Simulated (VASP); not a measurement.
# TiC (Fm-3m) in VASP: single point with r2SCAN

Aim: the single point of TiC with r2SCAN.

All numbers are computed with VASP 6.6.1; they aren't measurements. Logs are shortened: lines on timing, memory, paths and dates and some standing lists are left out, and cuts for length are marked.

## (1) The cell of the first run

Symmetry: Fm-3m, No. 225, cubic system. Conventional cell: a = 4.328 Å, b = 4.328 Å, c = 4.328 Å, α = 90.00°, β = 90.00°, γ = 90.00°. Ti (site symmetry m-3m) has 6 C at 2.16 Å within 2.9 Å. C (site symmetry m-3m) has 6 Ti at 2.16 Å within 2.9 Å.

## (2) Single point, r2SCAN

POSCAR reads:

```
TiC
1.0
    0.0000000000      2.1640000000      2.1640000000
    2.1640000000      0.0000000000      2.1640000000
    2.1640000000      2.1640000000      0.0000000000
Ti C
1 1
Direct
    0.0000000000      0.0000000000      0.0000000000
    0.5000000000      0.5000000000      0.5000000000
```

INCAR.step1 reads:

```
PREC = Accurate
ENCUT = 520
ISMEAR = 0
SIGMA = 0.1
LREAL = False
LASPH = True
NELM = 100
NBANDS = 15
GGA = PE
ALGO = Normal
EDIFF = 1E-4
LWAVE = True
LCHARG = False
```

INCAR.step2 reads:

```
PREC = Accurate
ENCUT = 520
EDIFF = 1E-7
ISMEAR = 0
SIGMA = 0.1
LREAL = False
LASPH = True
NELM = 100
ALGO = Normal
ISIF = 2
LWAVE = False
LCHARG = True
METAGGA = R2SCAN
LMIXTAU = True
LELF = True
LVHAR = True
NBANDS = 15
ISTART = 1
```

KPOINTS reads:

```
regular mesh
0
Gamma
  16 16 16
```

Potentials or basis: VASP PAW PBE potentials, release 64 (Ti_sv, C).

On the command line:

```bash
$ cat potpaw_PBE.64/Ti_sv/POTCAR potpaw_PBE.64/C/POTCAR > POTCAR
$ cp INCAR.step1 INCAR
$ mpirun -np 1 vasp_std > vasp.out
$ cp INCAR.step2 INCAR
$ mpirun -np 1 vasp_std > vasp.out
```

OUTCAR:

```text
PREC = Accurate
   ENCUT = 520
   EDIFF = 1E-7
   ISMEAR = 0
   LREAL = False
   LASPH = True
   NELM = 100
   ISIF = 2
   METAGGA = R2SCAN
   ISTART = 1

 ion  position               nearest neighbor table
   1  0.000  0.000  0.000-   2 2.16   2 2.16   2 2.16   2 2.16   2 2.16   2 2.16
   2  0.500  0.500  0.500-   1 2.16   1 2.16   1 2.16   1 2.16   1 2.16   1 2.16

  LATTYP: Found a face centered cubic cell.
 ALAT       =     4.3280000000

  Lattice vectors:

 A1 = (   0.0000000000,   2.1640000000,   2.1640000000)
 A2 = (   2.1640000000,   0.0000000000,   2.1640000000)
 A3 = (   2.1640000000,   2.1640000000,   0.0000000000)

Analysis of symmetry for initial positions (statically):
=====================================================================
 Subroutine PRICEL returns:
 Original cell was already a primitive cell.

 Routine SETGRP: Setting up the symmetry group for a
 face centered cubic supercell.

 Subroutine GETGRP returns: Found 48 space group operations
[... 9 lines left out ...]

 Routine SETGRP: Setting up the symmetry group for a
 face centered cubic supercell.

 Subroutine GETGRP returns: Found 48 space group operations
[... 11 lines left out ...]
                                     Primitive cell

  volume of cell :      20.2676

  direct lattice vectors                    reciprocal lattice vectors
     0.000000000  2.164000000  2.164000000    -0.231053604  0.231053604  0.231053604
     2.164000000  0.000000000  2.164000000     0.231053604 -0.231053604  0.231053604
     2.164000000  2.164000000  0.000000000     0.231053604  0.231053604 -0.231053604

  length of vectors
     3.060358149  3.060358149  3.060358149     0.400196582  0.400196582  0.400196582

  position of ions in fractional coordinates (direct lattice)
     0.000000000  0.000000000  0.000000000
     0.500000000  0.500000000  0.500000000

  ion indices of the primitive-cell ions
   primitive index   ion index
                 1           1
                 2           2

----------------------------------------------------------------------------------------

 KPOINTS: regular mesh

Automatic generation of k-mesh.
 Grid dimensions read from file:
 generate k-points for:   16   16   16

 Generating k-lattice:

  Cartesian coordinates                     Fractional coordinates (reciprocal lattice)
    -0.014440850  0.014440850  0.014440850     0.062500000  0.000000000  0.000000000
     0.014440850 -0.014440850  0.014440850     0.000000000  0.062500000  0.000000000
     0.014440850  0.014440850 -0.014440850     0.000000000  0.000000000  0.062500000

  Length of vectors
     0.025012286  0.025012286  0.025012286

  Shift w.r.t. Gamma in fractional coordinates (k-lattice)
     0.000000000  0.000000000  0.000000000

 Subroutine IBZKPT returns following result:
 ===========================================

 Found    145 irreducible k-points:

 Following reciprocal coordinates:
            Coordinates               Weight
  0.000000  0.000000  0.000000      1.000000
  0.062500  0.000000  0.000000      8.000000
  0.125000  0.000000  0.000000      8.000000
  0.187500  0.000000  0.000000      8.000000
  0.250000  0.000000  0.000000      8.000000
  0.312500  0.000000  0.000000      8.000000
[... 16 lines left out ...]
 -0.125000  0.062500  0.000000     24.000000
 -0.062500  0.062500  0.000000     12.000000
 [... further k-points ...]
   k-points           NKPTS =    145   k-points in BZ     NKDIM =    145   number of bands    NBANDS=     15
   number of dos      NEDOS =    301   number of ions     NIONS =      2
   total plane-waves  NPLWV =  13824
   dimension x,y,z NGX =    24 NGY =   24 NGZ =   24
   dimension x,y,z NGXF=    48 NGYF=   48 NGZF=   48
   ions per type =               1   1
   NGX,Y,Z   is equivalent  to a cutoff of  13.04, 13.04, 13.04 a.u.
   NGXF,Y,Z  is equivalent  to a cutoff of  26.07, 26.07, 26.07 a.u.
 SYSTEM =  unknown system
   PREC   = accura    normal or accurate (medium, high low for compatibility)
   ISTART =      1    job   : 0-new  1-cont  2-samecut
   ICHARG =      0    charge: 1-file 2-atom 10-const
   ISPIN  =      1    spin polarized calculation?
   LNONCOLLINEAR =      F non collinear calculations
   LSORBIT =      F    spin-orbit coupling
   LASPH  =      T    aspherical Exc in radial PAW
   ENCUT  =  520.0 eV  38.22 Ry    6.18 a.u.   5.69  5.69  5.69*2*pi/ulx,y,z
   NELM   =    100;   NELMIN=  2; NELMDL=  0     # of ELM steps
   EDIFF  = 0.1E-06   stopping-criterion for ELM
   LREAL  =      F    real-space projection
   EDIFFG = 0.1E-05   stopping-criterion for IOM
   NSW    =      0    number of steps for IOM
   IBRION =     -1    ionic relax: 0-MD 1-quasi-New 2-CG
   NFREE  =      0    steps in history (QN), initial steepest desc. (CG)
   ISIF   =      2    stress and relaxation
   ISYM   =      2    0-nonsym 1-usesym 2-fastsym
   POTIM  = 0.5000    time-step for ionic-motion
   TEBEG  =    0.0;   TEEND  =   0.0 temperature during run
   PSTRESS=    0.0 pullay stress
   NELECT =      16.0000    total number of electrons
   NUPDOWN=      -1.0000    fix difference up-down
   EMIN   =  10.00;   EMAX   =-10.00  energy-range for DOS
   EFERMI =   0.00;   METHOD = LEGACY
   ISMEAR =     0;   SIGMA  =   0.10  broadening in eV -4-tet -1-fermi 0-gaus
   EFERMI_NEDOS =   21; number of points for ismear=-14 and -15
   IALGO  =     38    algorithm
   IMIX   =      4    mixing-type and parameters
     AMIX     =   0.40;   BMIX     =  1.00
     AMIX_MAG =   1.60;   BMIX_MAG =  1.00
  volume/ion in A,a.u.               =      10.13        68.39
  Fermi-wavevector in a.u.,A,eV,Ry     =   1.513030  2.859212 31.147275  2.289260
  Thomas-Fermi vector in A             =   2.622876
   LORBIT       =      0    0 simple, 1 ext, 2 COOP (PROOUT), +10 PAW based schemes
   METAGGA = R2SCAN    functional components
   LHFCALC =     F    Hartree Fock is set to
   AEXX    =    0.0000 exact exchange contribution
   IVDW    =     0    specifies the selected vdW correction
   LEPSILON=     F    determine dielectric tensor
   LRPA    =     F    only Hartree local field effects (RPA)
 non-spin polarized calculation
 Gauss-broadening in eV      SIGMA  =   0.10
  energy-cutoff  :      520.00
  volume of cell :       20.27
 maximum number of plane-waves:       568
   NGX = 11   NGY = 11   NGZ = 11

 number of electron      16.0000001 magnetization

 Free energy of the ion-electron system (eV)
  ---------------------------------------------------
  ext. energy  EPLUGINS =         0.00000000
  ---------------------------------------------------
  free energy    TOTEN  =       -24.86884697 eV

  energy without entropy =      -24.86683709  energy(sigma->0) =      -24.86784203

 E-fermi :   9.5131     XC(G=0): -13.6025

 val. band max:        9.5016155706   @ k =   0.4375   0.3750   0.0000
 cond. band min:       9.5215198711   @ k =   0.1875   0.1875   0.0000
 fundamental gap:      0.0199043005
 Fermi energy:         9.5131478393

 k-point     1 :       0.0000    0.0000    0.0000
  band No.  band energies     occupation
      1     -49.4534      2.00000
      2     -24.4302      2.00000
      3     -24.4302      2.00000
      4     -24.4302      2.00000
      5      -3.7001      2.00000
      6      10.3828      0.00000
      7      10.3828      0.00000
      8      10.3828      0.00000
      9      11.1864      0.00000
     10      11.1864      0.00000
     11      11.1864      0.00000
     12      11.2394      0.00000
     13      11.2394      0.00000
     14      20.7497      0.00000
     15      24.3575      0.00000

 k-point     2 :       0.0625    0.0000    0.0000
  band No.  band energies     occupation
      1     -49.4505      2.00000
      2     -24.4506      2.00000
      3     -24.4320      2.00000
      4     -24.4320      2.00000
      5      -3.6090      2.00000
      6       9.8480      0.00000
      7      10.0373      0.00000
      8      10.0373      0.00000
      9      10.6253      0.00000
     10      10.6253      0.00000
     11      11.5066      0.00000
     12      12.2816      0.00000
     13      12.2816      0.00000
     14      20.9220      0.00000
     15      24.3756      0.00000

 k-point     3 :       0.1250    0.0000    0.0000
  band No.  band energies     occupation
      1     -49.4423      2.00000
      2     -24.5087      2.00000
      3     -24.4372      2.00000
      4     -24.4372      2.00000
      5      -3.3418      2.00000
      6       8.8822      2.00000
      7       9.1564      2.00000
      8       9.1564      2.00000
      9      10.7737      0.00000
     10      10.7737      0.00000
     11      11.8979      0.00000
     12      13.4083      0.00000
     13      13.4083      0.00000
     14      21.3363      0.00000
     15      24.3492      0.00000

 k-point     4 :       0.1875    0.0000    0.0000
  band No.  band energies     occupation
      1     -49.4300      2.00000
      2     -24.5947      2.00000
      3     -24.4450      2.00000
      4     -24.4449      2.00000
      5      -2.9153      2.00000
      6       7.7770      2.00000
      7       8.3424      2.00000
      8       8.3424      2.00000
      9      11.0775      0.00000
     10      11.0775      0.00000
     11      12.2265      0.00000
     12      14.5335      0.00000
     13      14.5335      0.00000
     14      21.6336      0.00000
     15      24.3179      0.00000
[... 307 lines left out ...]
 k-point    22 :      -0.1875    0.0625    0.0000
  band No.  band energies     occupation
      1     -49.4233      2.00000
      2     -24.6305      2.00000
      3     -24.4683      2.00000
      4     -24.4409      2.00000
      5      -2.6781      2.00000
      6       7.2554      2.00000
      7       7.8708      2.00000
      8       8.2232      2.00000
      9      11.0164      0.00000
     10      11.4684      0.00000
     11      12.5057      0.00000
     12      14.2854      0.00000
     13      15.5118      0.00000
     14      21.7554      0.00000
     15      24.3082      0.00000

 k-point    23 :      -0.1250    0.0625    0.0000
  band No.  band energies     occupation
      1     -49.4363      2.00000
      2     -24.5424      2.00000
      3     -24.4562      2.00000
      4     -24.4342      2.00000
      5      -3.1431      2.00000
      6       8.3112      2.00000
      7       8.5818      2.00000
      8       8.9217      2.00000
      9      10.6970      0.00000
     10      11.1913      0.00000
     11      12.2221      0.00000
     12      13.2665      0.00000
     13      14.4271      0.00000
     14      21.6136      0.00000
     15      24.3023      0.00000

 k-point    24 :      -0.0625    0.0625    0.0000
  band No.  band energies     occupation
      1     -49.4459      2.00000
      2     -24.4789      2.00000
      3     -24.4435      2.00000
      4     -24.4311      2.00000
      5      -3.4603      2.00000
      6       9.2696      1.99943
      7       9.3849      1.93026
      8       9.5566      0.53918
      9      10.4983      0.00000
     10      10.9967      0.00000
     11      11.8809      0.00000
     12      12.4356      0.00000
     13      13.3210      0.00000
     14      21.1862      0.00000
     15      24.3807      0.00000

 [... further k-points ...]

------------------------ aborting loop because EDIFF is reached ----------------------------------------

  FORCE on cell =-STRESS in cart. coord.  units (eV):
  Direction    XX          YY          ZZ          XY          YZ          ZX
  --------------------------------------------------------------------------------------
  -------------------------------------------------------------------------------------
  Total        0.1179092      0.1179092      0.1179092     -0.0000000      0.0000000     -0.0000000
  in kB        9.3208714      9.3208714      9.3208714     -0.0000000      0.0000000     -0.0000000
  external PRESSURE =       9.3208714 kB  Pullay stress =       0.0000000 kB

 VOLUME and BASIS-vectors are now :
 -----------------------------------------------------------------------------
  energy-cutoff  :      520.00
  volume of cell :       20.27
      direct lattice vectors                 reciprocal lattice vectors
     0.000000000  2.164000000  2.164000000    -0.231053604  0.231053604  0.231053604
     2.164000000  0.000000000  2.164000000     0.231053604 -0.231053604  0.231053604
     2.164000000  2.164000000  0.000000000     0.231053604  0.231053604 -0.231053604

 POSITION                                       TOTAL-FORCE (eV/Angst)
 -----------------------------------------------------------------------------------
      0.00000      0.00000      0.00000         0.000000     -0.000000      0.000000
      2.16400      2.16400      2.16400        -0.000000      0.000000     -0.000000
 -----------------------------------------------------------------------------------
    total drift:                                0.000000     -0.000000     -0.000000

  FREE ENERGIE OF THE ION-ELECTRON SYSTEM (eV)
  ---------------------------------------------------
  free  energy   TOTEN  =       -24.8688469708 eV

  energy  without entropy=      -24.8668370950  energy(sigma->0) =      -24.86784203
```

Wall time 3.9 min (1 thread of AMD EPYC 7R13 (Zen 3), shared host); peak memory 0.15 GiB.

Results:

| Quantity | Value |
| --- | --- |
| Free energy | -24.8688 eV |
| Pressure | 0.9 GPa |
| Band gap on the k mesh | zero (band 8 reaches 10.38 eV, above the bottom of band 9 at 9.06 eV) |

Caveat: the PAW data sets were made with another functional, which shifts forces and pressure a little.
